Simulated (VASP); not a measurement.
# BiN (P4/nmm) in VASP: a series of runs

Runs on BiN. Level: PBE. Tasks: relaxation of shape and atoms at fixed volume.

Program: VASP 6.6.1. These are calculated values, not measurements. Logs are shortened: lines on timing, memory, paths and dates and some standing lists are left out, and cuts for length are marked.

## 1. The cell of the first run

The structure is tetragonal, space group P4/nmm (No. 129). Conventional cell: a = 4.025 Å, b = 4.025 Å, c = 5.088 Å, α = 90.00°, β = 90.00°, γ = 90.00°. Within 3.0 Å of Bi (site symmetry 4mm) lie 4 N at 2.29 Å. N (site symmetry -4m2) has 4 Bi at 2.29 Å and 4 N at 2.85 Å within 3.0 Å.

## 2. Relaxation of shape and atoms at fixed volume, PBE (20.61 Å³/atom)

Input file INCAR:

```
SYSTEM = BiN
PREC = Accurate ; ENCUT = 600
EDIFF = 1E-6 ; ISMEAR = 0
SIGMA = 0.05 ; LREAL = .FALSE.
LASPH = .TRUE. ; NELM = 80
ALGO = Normal ; ISIF = 4
LWAVE = .FALSE. ; LCHARG = .FALSE.
GGA = PE ; IBRION = 2
NSW = 60 ; EDIFFG = -0.01
```

Input file KPOINTS:

```
regular mesh
0
G
  8 8 6
  0 0 0
```

Input file POSCAR:

```
BiN
1.0
    4.0249103021      0.0000000000      0.0000000000
    0.0000000000      4.0249103021      0.0000000000
    0.0000000000      0.0000000000      5.0882998742
Bi N
2 2
Direct
    0.5000000000      0.0000000000      0.2164673065
    0.0000000000      0.5000000000      0.7835326935
    0.0000000000      0.0000000000      0.0000000000
    0.5000000000      0.5000000000      0.0000000000
```

Potentials or basis: VASP PAW PBE potentials, release 64 (Bi_d, N).

Started as:

```sh
$ cat potpaw_PBE.64/Bi_d/POTCAR potpaw_PBE.64/N/POTCAR > POTCAR
$ mpirun -np 1 vasp_std > vasp.out
```

OUTCAR:

```text
SYSTEM = BiN
   PREC = Accurate
   ENCUT = 600
   EDIFF = 1E-6
   ISMEAR = 0
   LREAL = .FALSE.
   LASPH = .TRUE.
   NELM = 80
   ISIF = 4
   GGA = PE
   IBRION = 2
   NSW = 60
   EDIFFG = -0.01

 ion  position               nearest neighbor table
   1  0.500  0.000  0.216-   3 2.29   4 2.29   4 2.29   3 2.29   2 3.60   2 3.60   2 3.60   2 3.60

   2  0.000  0.500  0.784-   3 2.29   4 2.29   3 2.29   4 2.29   1 3.60   1 3.60   1 3.60   1 3.60

   3  0.000  0.000  0.000-   1 2.29   2 2.29   2 2.29   1 2.29
   4  0.500  0.500  0.000-   1 2.29   2 2.29   1 2.29   2 2.29

  LATTYP: Found a simple tetragonal cell.
 ALAT       =     4.0249103021
 C/A-ratio  =     1.2642020548

  Lattice vectors:

 A1 = (   4.0249103021,   0.0000000000,   0.0000000000)
 A2 = (   0.0000000000,   4.0249103021,   0.0000000000)
 A3 = (   0.0000000000,   0.0000000000,   5.0882998742)

Analysis of symmetry for initial positions (statically):
=====================================================================
 Subroutine PRICEL returns:
 Original cell was already a primitive cell.

 Routine SETGRP: Setting up the symmetry group for a
 simple tetragonal supercell.

 Subroutine GETGRP returns: Found 16 space group operations
 (whereof  8 operations were pure point group operations)
 out of a pool of 16 trial point group operations.

The static configuration has the point symmetry D_2d.
 The point group associated with its full space group is D_4h.

Analysis of symmetry for dynamics (positions and initial velocities):
=====================================================================
 Subroutine PRICEL returns:
 Original cell was already a primitive cell.

 Routine SETGRP: Setting up the symmetry group for a
 simple tetragonal supercell.

 Subroutine GETGRP returns: Found 16 space group operations
 (whereof  8 operations were pure point group operations)
 out of a pool of 16 trial point group operations.

The dynamic configuration has the point symmetry D_2d.
 The point group associated with its full space group is D_4h.

 Subroutine INISYM returns: Found 16 space group operations
 (whereof  8 operations are pure point group operations),
 and found     1 'primitive' translations

----------------------------------------------------------------------------------------

                                     Primitive cell

  volume of cell :      82.4300

  direct lattice vectors                    reciprocal lattice vectors
     4.024910302  0.000000000  0.000000000     0.248452742  0.000000000  0.000000000
     0.000000000  4.024910302  0.000000000     0.000000000  0.248452742  0.000000000
     0.000000000  0.000000000  5.088299874     0.000000000  0.000000000  0.196529298

  length of vectors
     4.024910302  4.024910302  5.088299874     0.248452742  0.248452742  0.196529298

  position of ions in fractional coordinates (direct lattice)
     0.500000000  0.000000000  0.216467307
     0.000000000  0.500000000  0.783532693
     0.000000000  0.000000000  0.000000000
     0.500000000  0.500000000  0.000000000

  ion indices of the primitive-cell ions
   primitive index   ion index
                 1           1
                 2           2
                 3           3
                 4           4

----------------------------------------------------------------------------------------

 KPOINTS: regular mesh

Automatic generation of k-mesh.
 Grid dimensions read from file:
 generate k-points for:    8    8    6

 Generating k-lattice:

  Cartesian coordinates                     Fractional coordinates (reciprocal lattice)
     0.031056593  0.000000000  0.000000000     0.125000000  0.000000000  0.000000000
     0.000000000  0.031056593  0.000000000     0.000000000  0.125000000  0.000000000
     0.000000000  0.000000000  0.032754883     0.000000000  0.000000000  0.166666667

  Length of vectors
     0.031056593  0.031056593  0.032754883

  Shift w.r.t. Gamma in fractional coordinates (k-lattice)
     0.000000000  0.000000000  0.000000000

 Subroutine IBZKPT returns following result:
 ===========================================

 Found     60 irreducible k-points:

 Following reciprocal coordinates:
            Coordinates               Weight
  0.000000  0.000000  0.000000      1.000000
  0.125000  0.000000  0.000000      4.000000
  0.250000  0.000000  0.000000      4.000000
  0.375000  0.000000  0.000000      4.000000
  0.500000  0.000000  0.000000      2.000000
  0.125000  0.125000  0.000000      4.000000
[... 16 lines left out ...]
  0.375000  0.125000  0.166667     16.000000
  0.500000  0.125000  0.166667      8.000000
 [... further k-points ...]
   k-points           NKPTS =     60   k-points in BZ     NKDIM =     60   number of bands    NBANDS=     24
   number of dos      NEDOS =    301   number of ions     NIONS =      4
   total plane-waves  NPLWV =  43008
   dimension x,y,z NGX =    32 NGY =   32 NGZ =   42
   dimension x,y,z NGXF=    64 NGYF=   64 NGZF=   84
   ions per type =               2   2
   NGX,Y,Z   is equivalent  to a cutoff of  13.22, 13.22, 13.72 a.u.
   NGXF,Y,Z  is equivalent  to a cutoff of  26.43, 26.43, 27.44 a.u.
 SYSTEM =  BiN
   PREC   = accura    normal or accurate (medium, high low for compatibility)
   ISTART =      0    job   : 0-new  1-cont  2-samecut
   ICHARG =      2    charge: 1-file 2-atom 10-const
   ISPIN  =      1    spin polarized calculation?
   LNONCOLLINEAR =      F non collinear calculations
   LSORBIT =      F    spin-orbit coupling
   LASPH  =      T    aspherical Exc in radial PAW
   ENCUT  =  600.0 eV  44.10 Ry    6.64 a.u.   8.04  8.04 10.16*2*pi/ulx,y,z
   NELM   =     80;   NELMIN=  2; NELMDL= -5     # of ELM steps
   EDIFF  = 0.1E-05   stopping-criterion for ELM
   LREAL  =      F    real-space projection
   EDIFFG = -.1E-01   stopping-criterion for IOM
   NSW    =     60    number of steps for IOM
   IBRION =      2    ionic relax: 0-MD 1-quasi-New 2-CG
   NFREE  =      1    steps in history (QN), initial steepest desc. (CG)
   ISIF   =      4    stress and relaxation
   ISYM   =      2    0-nonsym 1-usesym 2-fastsym
   POTIM  = 0.5000    time-step for ionic-motion
   TEBEG  =    0.0;   TEEND  =   0.0 temperature during run
   PSTRESS=    0.0 pullay stress
   NELECT =      40.0000    total number of electrons
   NUPDOWN=      -1.0000    fix difference up-down
   EMIN   =  10.00;   EMAX   =-10.00  energy-range for DOS
   EFERMI =   0.00;   METHOD = LEGACY
   ISMEAR =     0;   SIGMA  =   0.05  broadening in eV -4-tet -1-fermi 0-gaus
   EFERMI_NEDOS =   21; number of points for ismear=-14 and -15
   IALGO  =     38    algorithm
   IMIX   =      4    mixing-type and parameters
     AMIX     =   0.40;   BMIX     =  1.00
     AMIX_MAG =   1.60;   BMIX_MAG =  1.00
  volume/ion in A,a.u.               =      20.61       139.07
  Fermi-wavevector in a.u.,A,eV,Ry     =   1.286470  2.431077 22.517724  1.655006
  Thomas-Fermi vector in A             =   2.418543
   LORBIT       =      0    0 simple, 1 ext, 2 COOP (PROOUT), +10 PAW based schemes
   GGA     = PE    functional components
   LHFCALC =     F    Hartree Fock is set to
   AEXX    =    0.0000 exact exchange contribution
   IVDW    =     0    specifies the selected vdW correction
   LEPSILON=     F    determine dielectric tensor
   LRPA    =     F    only Hartree local field effects (RPA)
 conjugate gradient relaxation of ions
 non-spin polarized calculation
 Gauss-broadening in eV      SIGMA  =   0.05
  energy-cutoff  :      600.00
  volume of cell :       82.43
 maximum number of plane-waves:      2784
   NGX = 17   NGY = 17   NGZ = 21

--------------------------------------- Ionic step        1  -------------------------------------------

 number of electron      40.0000014 magnetization

 Free energy of the ion-electron system (eV)
  ---------------------------------------------------
  ext. energy  EPLUGINS =         0.00000000
  ---------------------------------------------------
  free energy    TOTEN  =       -21.95462670 eV

  energy without entropy =      -21.95355555  energy(sigma->0) =      -21.95409113

------------------------ aborting loop because EDIFF is reached ----------------------------------------

  FORCE on cell =-STRESS in cart. coord.  units (eV):
  Direction    XX          YY          ZZ          XY          YZ          ZX
  --------------------------------------------------------------------------------------
  -------------------------------------------------------------------------------------
  Total        1.2132928      1.2132928      0.8508171      0.0000000      0.0000000      0.0000000
  in kB       23.5825673     23.5825673     16.5371892      0.0000000      0.0000000      0.0000000
  external PRESSURE =      21.2341079 kB  Pullay stress =       0.0000000 kB

 VOLUME and BASIS-vectors are now :
 -----------------------------------------------------------------------------
  energy-cutoff  :      600.00
  volume of cell :       82.43
      direct lattice vectors                 reciprocal lattice vectors
     4.024910302  0.000000000  0.000000000     0.248452742  0.000000000  0.000000000
     0.000000000  4.024910302  0.000000000     0.000000000  0.248452742  0.000000000
     0.000000000  0.000000000  5.088299874     0.000000000  0.000000000  0.196529298
[... 115 lines left out ...]
 POSITION                                       TOTAL-FORCE (eV/Angst)
 -----------------------------------------------------------------------------------
      2.02094     -0.00000      1.11074        -0.000000      0.000000     -0.023948
      4.04189      2.02094      3.93490         0.000000     -0.000000      0.023948
      4.04189      0.00000      0.00000         0.000000      0.000000      0.000000
      2.02094      2.02094      0.00000         0.000000      0.000000      0.000000
 -----------------------------------------------------------------------------------
    total drift:                                0.000000     -0.000000     -0.000000

  FREE ENERGIE OF THE ION-ELECTRON SYSTEM (eV)
  ---------------------------------------------------
  free  energy   TOTEN  =       -21.9608073558 eV

  energy  without entropy=      -21.9596763100  energy(sigma->0) =      -21.96024183

--------------------------------------- Ionic step        5  -------------------------------------------

 number of electron      40.0000013 magnetization

 Free energy of the ion-electron system (eV)
  ---------------------------------------------------
  ext. energy  EPLUGINS =         0.00000000
  ---------------------------------------------------
  free energy    TOTEN  =       -21.96097907 eV

  energy without entropy =      -21.95981679  energy(sigma->0) =      -21.96039793

 E-fermi :   6.2927     XC(G=0):  -9.8908

 val. band max:        6.2857186641   @ k =   0.5000   0.5000   0.0000
 cond. band min:       6.2930863899   @ k =   0.1250   0.0000   0.5000
 fundamental gap:      0.0073677258
 Fermi energy:         6.2926738823

 k-point     1 :       0.0000    0.0000    0.0000
  band No.  band energies     occupation
      1     -16.4848      2.00000
      2     -16.3923      2.00000
      3     -16.3923      2.00000
      4     -16.3614      2.00000
      5     -16.3241      2.00000
      6     -16.3219      2.00000
[... 16 lines left out ...]
     23      10.6720      0.00000
     24      10.6720      0.00000
[... 598 lines left out ...]
      2     -16.4299      2.00000
      3     -16.3542      2.00000
      4     -16.3542      2.00000
      5     -16.3258      2.00000
      6     -16.3258      2.00000
[... 16 lines left out ...]
     23      10.9217      0.00000
     24      10.9217      0.00000

 [... further k-points ...]

------------------------ aborting loop because EDIFF is reached ----------------------------------------

  FORCE on cell =-STRESS in cart. coord.  units (eV):
  Direction    XX          YY          ZZ          XY          YZ          ZX
  --------------------------------------------------------------------------------------
  -------------------------------------------------------------------------------------
  Total        0.3547125      0.3547125      0.3895248      0.0000000      0.0000000      0.0000000
  in kB        6.8944869      6.8944869      7.5711273      0.0000000      0.0000000      0.0000000
  external PRESSURE =       7.1200337 kB  Pullay stress =       0.0000000 kB

 VOLUME and BASIS-vectors are now :
 -----------------------------------------------------------------------------
  energy-cutoff  :      600.00
  volume of cell :       82.43
      direct lattice vectors                 reciprocal lattice vectors
     4.048604809  0.000000000  0.000000000     0.246998669  0.000000000  0.000000000
     0.000000000  4.048604809  0.000000000     0.000000000  0.246998669  0.000000000
     0.000000000 -0.000000000  5.028915489     0.000000000 -0.000000000  0.198850031

 POSITION                                       TOTAL-FORCE (eV/Angst)
 -----------------------------------------------------------------------------------
      2.02430     -0.00000      1.10711         0.000000      0.000000     -0.002757
      0.00000      2.02430      3.92180         0.000000     -0.000000      0.002757
      0.00000     -0.00000      5.02892         0.000000     -0.000000      0.000000
      2.02430      2.02430      0.00000         0.000000      0.000000      0.000000
 -----------------------------------------------------------------------------------
    total drift:                                0.000000     -0.000000      0.000000

  FREE ENERGIE OF THE ION-ELECTRON SYSTEM (eV)
  ---------------------------------------------------
  free  energy   TOTEN  =       -21.9609790686 eV

  energy  without entropy=      -21.9598167929  energy(sigma->0) =      -21.96039793

 reached required accuracy - stopping structural energy minimisation
```

Run time: 3.1 min. Hardware: 1 thread of Intel Xeon Platinum 8488C (Sapphire Rapids), shared host; peak memory 0.29 GiB.

Results:

| Quantity | Value |
| --- | --- |
| Free energy | -21.9610 eV |
| Energy gained by relaxing | 1.6 meV/atom |
| Ionic steps | 5 |
| Pressure after relaxing | 0.7 GPa |
| Band gap on the k mesh | zero (bands 20 and 21 overlap by 0.29 eV) |

Forces on the atoms (eV/Å):
```
Bi   0.000  0.000 -0.003
Bi   0.000  0.000  0.003
N    0.000  0.000  0.000
N    0.000  0.000  0.000
```

The path:
| step | energy change (eV) | largest force (eV/Å) | pressure (GPa) | volume (Å³) |
| --- | --- | --- | --- | --- |
| 1 | 0.0000 | 0.2495 | 2.12 | 82.43 |
| 2 | -0.0046 | 0.0534 | 1.36 | 82.43 |
| 3 | -0.0052 | 0.0506 | 0.98 | 82.43 |
| 4 | -0.0062 | 0.0239 | 0.84 | 82.43 |
| 5 | -0.0064 | 0.0028 | 0.71 | 82.43 |

Final structure:
```
Bi N
1.0
     4.04860    0.00000    0.00000
     0.00000    4.04860    0.00000
     0.00000    0.00000    5.02892
Bi N
2 2
Direct
  0.50000 0.00000 0.22015
  0.00000 0.50000 0.77985
  0.00000 0.00000 0.00000
  0.50000 0.50000 0.00000
```

Caveat: spin-orbit coupling is left out, which moves the levels of the heavy elements.

## 3. Relaxation of shape and atoms at fixed volume, PBE (20.93 Å³/atom)

This run uses another cell than the first one, of 20.93 Å³/atom.

Input file INCAR:

```
PREC = Accurate
ENCUT = 600
EDIFF = 1E-7
ISMEAR = 0
SIGMA = 0.05
LREAL = False
LASPH = True
NELM = 80
ALGO = Normal
ISIF = 4
LWAVE = False
LCHARG = False
GGA = PE
IBRION = 2
NSW = 60
EDIFFG = -0.01
```

Input file KPOINTS:

```
regular mesh
0
Gamma
  8 8 6
```

Input file POSCAR:

```
BiN
1.0
    4.0209631157      0.0000000000      0.0000000000
    0.0000000000      4.0209631157      0.0000000000
    0.0000000000      0.0000000000      5.1792199687
Bi N
2 2
Direct
    0.5000000000      0.0000000000      0.2124935768
    0.0000000000      0.5000000000      0.7875064232
    0.0000000000      0.0000000000      0.0000000000
    0.5000000000      0.5000000000      0.0000000000
```

Potentials or basis: VASP PAW PBE potentials, release 64 (Bi_d, N).

Started as:

```sh
$ cat potpaw_PBE.64/Bi_d/POTCAR potpaw_PBE.64/N/POTCAR > POTCAR
$ mpirun -np 1 vasp_std > vasp.out
```

Wall time 3.5 min (1 thread of Intel Xeon Platinum 8488C (Sapphire Rapids), shared host); peak memory 0.28 GiB.

It converged, with:

```
Free energy               : -21.9670 eV
Energy gained by relaxing : 2.6 meV/atom
Ionic steps               : 5
Pressure after relaxing   : 0.5 GPa
Band gap on the k mesh    : zero (bands 20 and 21 overlap by 0.31 eV)
```

Step by step:
```tsv
step	energy change (eV)	largest force (eV/Å)	pressure (GPa)	volume (Å³)
1	0.0000	0.3180	2.19	83.74
2	-0.0076	0.0691	1.25	83.74
3	-0.0085	0.0580	0.77	83.74
4	-0.0101	0.0243	0.60	83.74
5	-0.0105	0.0000	0.46	83.74
```

Final structure:
```
Bi N
1.0
     4.04976    0.00000    0.00000
     0.00000    4.04976    0.00000
     0.00000    0.00000    5.10583
Bi N
2 2
Cartesian
  2.0249 0.0000 1.1082
  0.0000 2.0249 3.9976
  0.0000 0.0000 5.1058
  2.0249 2.0249 0.0000
```

Levels at points of the mesh, in eV from the Fermi level:
```
           k point  band 16  band 17  band 18  band 19  band 20  band 21  band 22  band 23  band 24
(0.00, 0.00, 0.00)    -4.98    -1.32    -1.32    -1.00    -0.53     0.95     2.48     4.30     4.30
(0.50, 0.00, 0.00)    -3.38    -3.17    -3.17    -2.14    -2.14     2.50     2.50     5.27     5.27
(0.50, 0.50, 0.00)    -3.56    -2.79    -2.79    -0.01    -0.01     0.69     0.69     3.73     3.73
(0.00, 0.00, 0.50)    -4.82    -1.43    -1.43    -1.11    -1.05    -0.24     2.57     2.57     2.91
(0.50, 0.00, 0.50)    -3.80    -3.33    -3.33    -1.09    -1.09     3.03     3.03     4.73     4.73
(0.50, 0.50, 0.50)    -4.15    -3.41    -3.41    -0.01    -0.01     3.42     3.42     3.74     3.74
```

Caveat: spin-orbit coupling is left out, which moves the levels of the heavy elements; this functional lacks dispersion, which binds layers or chains, so the pressure and a relaxed spacing across them are unreliable.

(Continued in part 2 of 2.)

The gap in the log of VASP goes by the Fermi energy; the results here count the filled bands.